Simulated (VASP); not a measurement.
# Ir (Fm-3m) in VASP: notebook

The runs below take Ir through electric field gradients, with PBEsol.

All numbers are computed with VASP 6.6.1; they aren't measurements. Logs are shortened: lines on timing, memory, paths and dates and some standing lists are left out, and cuts for length are marked.

**1. The cell of the first run**

Symmetry: Fm-3m, No. 225, cubic system. Conventional cell: a = 3.890 Å, b = 3.890 Å, c = 3.890 Å, α = 90.00°, β = 90.00°, γ = 90.00°. Ir (site symmetry m-3m) has 12 Ir at 2.75 Å within 3.6 Å.

**2. Electric field gradients, PBEsol (volume scaled by 1.04)**

INCAR reads:

```
ALGO = Normal ; EDIFF = 1E-8
ENCUT = 520 ; GGA = PS
ISIF = 2 ; ISMEAR = -1
LASPH = T ; LCHARG = F
LEFG = T ; LREAL = F
LWAVE = F ; NBANDS = 10
NELM = 60 ; PREC = Accurate
SIGMA = 0.05
```

KPOINTS reads:

```
k-points
0
Gamma
  18 18 18
```

POSCAR reads:

```
Ir
1.0
    0.0000000000      1.9449621075      1.9449621075
    1.9449621075      0.0000000000      1.9449621075
    1.9449621075      1.9449621075      0.0000000000
Ir
1
Direct
    0.0000000000      0.0000000000      0.0000000000
```

Potentials or basis: VASP PAW PBE potentials, release 64 (Ir).

Command:

```sh
$ cat potpaw_PBE.64/Ir/POTCAR > POTCAR
$ mpirun -np 1 vasp_std > vasp.out
```

OUTCAR:

```text
EDIFF = 1E-8
   ENCUT = 520
   GGA = PS
   ISIF = 2
   ISMEAR = -1
   LASPH = T
   LREAL = F
   NELM = 60
   PREC = Accurate

 ion  position               nearest neighbor table
   1  0.000  0.000  0.000-

  LATTYP: Found a face centered cubic cell.
 ALAT       =     3.8899242150

  Lattice vectors:

 A1 = (   0.0000000000,   1.9449621075,   1.9449621075)
 A2 = (   1.9449621075,   0.0000000000,   1.9449621075)
 A3 = (   1.9449621075,   1.9449621075,   0.0000000000)

Analysis of symmetry for initial positions (statically):
=====================================================================
 Subroutine PRICEL returns:
 Original cell was already a primitive cell.

 Routine SETGRP: Setting up the symmetry group for a
 face centered cubic supercell.

 Subroutine GETGRP returns: Found 48 space group operations
 (whereof 48 operations were pure point group operations)
 out of a pool of 48 trial point group operations.

The static configuration has the point symmetry O_h .

Analysis of symmetry for dynamics (positions and initial velocities):
=====================================================================
 Subroutine PRICEL returns:
 Original cell was already a primitive cell.

 Routine SETGRP: Setting up the symmetry group for a
 face centered cubic supercell.

 Subroutine GETGRP returns: Found 48 space group operations
 (whereof 48 operations were pure point group operations)
 out of a pool of 48 trial point group operations.

The dynamic configuration has the point symmetry O_h .

 Subroutine INISYM returns: Found 48 space group operations
 (whereof 48 operations are pure point group operations),
 and found     1 'primitive' translations

----------------------------------------------------------------------------------------

                                     Primitive cell

  volume of cell :      14.7151

  direct lattice vectors                    reciprocal lattice vectors
     0.000000000  1.944962108  1.944962108    -0.257074417  0.257074417  0.257074417
     1.944962108  0.000000000  1.944962108     0.257074417 -0.257074417  0.257074417
     1.944962108  1.944962108  0.000000000     0.257074417  0.257074417 -0.257074417

  length of vectors
     2.750591791  2.750591791  2.750591791     0.445265952  0.445265952  0.445265952

  position of ions in fractional coordinates (direct lattice)
     0.000000000  0.000000000  0.000000000

  ion indices of the primitive-cell ions
   primitive index   ion index
                 1           1

----------------------------------------------------------------------------------------

 KPOINTS: k-points

Automatic generation of k-mesh.
 Grid dimensions read from file:
 generate k-points for:   18   18   18

 Generating k-lattice:

  Cartesian coordinates                     Fractional coordinates (reciprocal lattice)
    -0.014281912  0.014281912  0.014281912     0.055555556  0.000000000  0.000000000
     0.014281912 -0.014281912  0.014281912     0.000000000  0.055555556  0.000000000
     0.014281912  0.014281912 -0.014281912     0.000000000  0.000000000  0.055555556

  Length of vectors
     0.024736997  0.024736997  0.024736997

  Shift w.r.t. Gamma in fractional coordinates (k-lattice)
     0.000000000  0.000000000  0.000000000

 Subroutine IBZKPT returns following result:
 ===========================================

 Found    195 irreducible k-points:

 Following reciprocal coordinates:
            Coordinates               Weight
  0.000000  0.000000  0.000000      1.000000
  0.055556  0.000000  0.000000      8.000000
  0.111111  0.000000  0.000000      8.000000
  0.166667  0.000000  0.000000      8.000000
  0.222222  0.000000  0.000000      8.000000
  0.277778  0.000000  0.000000      8.000000
[... 16 lines left out ...]
 -0.277778  0.055556  0.000000     24.000000
 -0.222222  0.055556  0.000000     24.000000
 [... further k-points ...]
   k-points           NKPTS =    195   k-points in BZ     NKDIM =    195   number of bands    NBANDS=     10
   number of dos      NEDOS =    301   number of ions     NIONS =      1
   total plane-waves  NPLWV =   8000
   dimension x,y,z NGX =    20 NGY =   20 NGZ =   20
   dimension x,y,z NGXF=    40 NGYF=   40 NGZF=   40
   ions per type =               1
   NGX,Y,Z   is equivalent  to a cutoff of  12.09, 12.09, 12.09 a.u.
   NGXF,Y,Z  is equivalent  to a cutoff of  24.18, 24.18, 24.18 a.u.
 SYSTEM =  unknown system
   PREC   = accura    normal or accurate (medium, high low for compatibility)
   ISTART =      0    job   : 0-new  1-cont  2-samecut
   ICHARG =      2    charge: 1-file 2-atom 10-const
   ISPIN  =      1    spin polarized calculation?
   LNONCOLLINEAR =      F non collinear calculations
   LSORBIT =      F    spin-orbit coupling
   LASPH  =      T    aspherical Exc in radial PAW
   ENCUT  =  520.0 eV  38.22 Ry    6.18 a.u.   5.11  5.11  5.11*2*pi/ulx,y,z
   NELM   =     60;   NELMIN=  2; NELMDL= -5     # of ELM steps
   EDIFF  = 0.1E-07   stopping-criterion for ELM
   LREAL  =      F    real-space projection
   EDIFFG = 0.1E-06   stopping-criterion for IOM
   NSW    =      0    number of steps for IOM
   IBRION =     -1    ionic relax: 0-MD 1-quasi-New 2-CG
   NFREE  =      0    steps in history (QN), initial steepest desc. (CG)
   ISIF   =      2    stress and relaxation
   ISYM   =      2    0-nonsym 1-usesym 2-fastsym
   POTIM  = 0.5000    time-step for ionic-motion
   TEBEG  =    0.0;   TEEND  =   0.0 temperature during run
   PSTRESS=    0.0 pullay stress
   NELECT =       9.0000    total number of electrons
   NUPDOWN=      -1.0000    fix difference up-down
   EMIN   =  10.00;   EMAX   =-10.00  energy-range for DOS
   EFERMI =   0.00;   METHOD = LEGACY
   ISMEAR =    -1;   SIGMA  =   0.05  broadening in eV -4-tet -1-fermi 0-gaus
   EFERMI_NEDOS =   21; number of points for ismear=-14 and -15
   IALGO  =     38    algorithm
   IMIX   =      4    mixing-type and parameters
     AMIX     =   0.40;   BMIX     =  1.00
     AMIX_MAG =   1.60;   BMIX_MAG =  1.00
  volume/ion in A,a.u.               =      14.72        99.30
  Fermi-wavevector in a.u.,A,eV,Ry     =   1.389636  2.626032 26.274066  1.931089
  Thomas-Fermi vector in A             =   2.513648
   LORBIT       =      0    0 simple, 1 ext, 2 COOP (PROOUT), +10 PAW based schemes
   GGA     = PS    functional components
   LHFCALC =     F    Hartree Fock is set to
   AEXX    =    0.0000 exact exchange contribution
   IVDW    =     0    specifies the selected vdW correction
   LEPSILON=     F    determine dielectric tensor
   LRPA    =     F    only Hartree local field effects (RPA)
 non-spin polarized calculation
  energy-cutoff  :      520.00
  volume of cell :       14.72
 maximum number of plane-waves:       411
   NGX = 11   NGY = 11   NGZ = 11

 number of electron       9.0000000 magnetization

 Free energy of the ion-electron system (eV)
  ---------------------------------------------------
  ext. energy  EPLUGINS =         0.00000000
  ---------------------------------------------------
  free energy    TOTEN  =        -9.79394462 eV

  energy without entropy =       -9.78520757  energy(sigma->0) =       -9.78957609

 E-fermi :   9.5993     XC(G=0): -13.8714

 val. band max:        9.5844933374   @ k =   0.5000   0.3889   0.0556
 cond. band min:       9.6001121771   @ k =   0.5000   0.2222   0.1111
 fundamental gap:      0.0156188397
 Fermi energy:         9.5993340781

 k-point     1 :       0.0000    0.0000    0.0000
  band No.  band energies     occupation
      1      -1.1947      2.00000
      2       5.8989      2.00000
      3       5.8989      2.00000
      4       5.8989      2.00000
      5       8.4497      2.00000
      6       8.4497      2.00000
      7      23.9635      0.00000
      8      29.3030      0.00000
      9      29.3030      0.00000
     10      29.3030      0.00000

 k-point     2 :       0.0556    0.0000    0.0000
  band No.  band energies     occupation
      1      -1.0626      2.00000
      2       5.8296      2.00000
      3       5.9559      2.00000
      4       5.9559      2.00000
      5       8.4136      2.00000
      6       8.4136      2.00000
      7      24.1880      0.00000
      8      28.5645      0.00000
      9      29.5161      0.00000
     10      29.5161      0.00000

 k-point     3 :       0.1111    0.0000    0.0000
  band No.  band energies     occupation
      1      -0.6793      2.00000
      2       5.6510      2.00000
      3       6.1052      2.00000
      4       6.1052      2.00000
      5       8.3352      2.00000
      6       8.3352      2.00000
      7      24.8038      0.00000
      8      27.1130      0.00000
      9      30.1346      0.00000
     10      30.1346      0.00000

 k-point     4 :       0.1667    0.0000    0.0000
  band No.  band energies     occupation
      1      -0.0887      2.00000
      2       5.4463      2.00000
      3       6.2735      2.00000
      4       6.2735      2.00000
      5       8.3061      2.00000
      6       8.3061      2.00000
      7      25.4472      0.00000
      8      25.7139      0.00000
      9      31.0956      0.00000
     10      31.0956      0.00000

 k-point     5 :       0.2222    0.0000    0.0000
  band No.  band energies     occupation
      1       0.6135      2.00000
      2       5.3503      2.00000
      3       6.3458      2.00000
      4       6.3458      2.00000
      5       8.4579      2.00000
      6       8.4579      2.00000
      7      23.9490      0.00000
      8      26.1752      0.00000
      9      32.2601      0.00000
     10      32.2601      0.00000

 k-point     6 :       0.2778    0.0000    0.0000
  band No.  band energies     occupation
      1       1.2568      2.00000
      2       5.5530      2.00000
      3       6.2718      2.00000
      4       6.2718      2.00000
      5       8.8406      2.00000
      6       8.8406      2.00000
      7      22.2986      0.00000
      8      25.8555      0.00000
      9      32.8816      0.00000
     10      32.8817      0.00000
[... 183 lines left out ...]
 k-point    21 :      -0.3889    0.0556    0.0000
  band No.  band energies     occupation
      1       1.9450      2.00000
      2       5.8426      2.00000
      3       5.9904      2.00000
      4       7.3536      2.00000
      5       9.7938      0.04012
      6      10.5962      0.00000
      7      18.0654      0.00000
      8      24.1368      0.00000
      9      28.9723      0.00000
     10      30.3044      0.00000

 k-point    22 :      -0.3333    0.0556    0.0000
  band No.  band energies     occupation
      1       1.8509      2.00000
      2       5.9971      2.00000
      3       6.1317      2.00000
      4       6.3484      2.00000
      5       9.2214      1.99896
      6      10.0659      0.00018
      7      19.9159      0.00000
      8      24.8210      0.00000
      9      29.8020      0.00000
     10      31.8508      0.00000

 k-point    23 :      -0.2778    0.0556    0.0000
  band No.  band energies     occupation
      1       1.5399      2.00000
      2       5.5673      2.00000
      3       6.1992      2.00000
      4       6.3024      2.00000
      5       8.6365      2.00000
      6       9.4940      1.78306
      7      21.7967      0.00000
      8      25.7166      0.00000
      9      30.7837      0.00000
     10      33.0215      0.00000

 k-point    24 :      -0.2222    0.0556    0.0000
  band No.  band energies     occupation
      1       0.9567      2.00000
      2       5.2592      2.00000
      3       6.3364      2.00000
      4       6.4246      2.00000
      5       8.1820      2.00000
      6       8.9877      1.99999
      7      23.5134      0.00000
      8      26.3213      0.00000
      9      31.1570      0.00000
     10      32.4078      0.00000

 [... further k-points ...]
[... 5 lines left out ...]
  --------------------------------------------------------------------------------------
  -------------------------------------------------------------------------------------
  Total       -1.3989836     -1.3989836     -1.3989836      0.0000000      0.0000000      0.0000000
  in kB     -152.3210001   -152.3210001   -152.3210001      0.0000000      0.0000000      0.0000000
  external PRESSURE =    -152.3210001 kB  Pullay stress =       0.0000000 kB

 VOLUME and BASIS-vectors are now :
 -----------------------------------------------------------------------------
  energy-cutoff  :      520.00
  volume of cell :       14.72
      direct lattice vectors                 reciprocal lattice vectors
     0.000000000  1.944962108  1.944962108    -0.257074417  0.257074417  0.257074417
     1.944962108  0.000000000  1.944962108     0.257074417 -0.257074417  0.257074417
     1.944962108  1.944962108  0.000000000     0.257074417  0.257074417 -0.257074417

 POSITION                                       TOTAL-FORCE (eV/Angst)
 -----------------------------------------------------------------------------------
      0.00000      0.00000      0.00000         0.000000      0.000000      0.000000
 -----------------------------------------------------------------------------------
    total drift:                                0.000000      0.000000     -0.000000

  FREE ENERGIE OF THE ION-ELECTRON SYSTEM (eV)
  ---------------------------------------------------
  free  energy   TOTEN  =        -9.7939446172 eV

  energy  without entropy=       -9.7852075691  energy(sigma->0) =       -9.78957609

 Electric field gradients (V/A^2)
---------------------------------------------------------------------
 ion       V_xx      V_yy      V_zz      V_xy      V_xz      V_yz
---------------------------------------------------------------------
   1       0.000    -0.000     0.000     0.000     0.000     0.000
---------------------------------------------------------------------

 Electric field gradients after diagonalization (V/A^2)
 (convention: |V_zz| > |V_xx| > |V_yy|)
----------------------------------------------------------------------
 ion       V_xx      V_yy      V_zz     asymmetry (V_yy - V_xx)/ V_zz
----------------------------------------------------------------------
   1      -0.000    -0.000     0.000       0.000
----------------------------------------------------------------------

           NMR quadrupolar parameters

 Cq : quadrupolar parameter    Cq=e*Q*V_zz/h
 eta: asymmetry parameters     (V_yy - V_xx)/ V_zz
 Q  : nuclear electric quadrupole moment in mb (millibarn)
----------------------------------------------------------------------
 ion       Cq(MHz)       eta       Q (mb)
----------------------------------------------------------------------
   1       0.000       0.000       1.000
----------------------------------------------------------------------
```

Run time: 22 s. Hardware: 1 thread of Intel Xeon 6975P-C, shared host; peak memory 0.15 GiB.

Results:

- Free energy: -9.7939 eV
- Pressure: -15.2 GPa

Caveat: without QUAD_EFG the Cq values of the log hold for a quadrupole moment of 1 mb, not for the nuclei; the PAW data sets were made with another functional, which shifts forces and pressure a little; spin-orbit coupling is left out, which moves the levels of the heavy elements.

(Continued in part 2 of 2.)
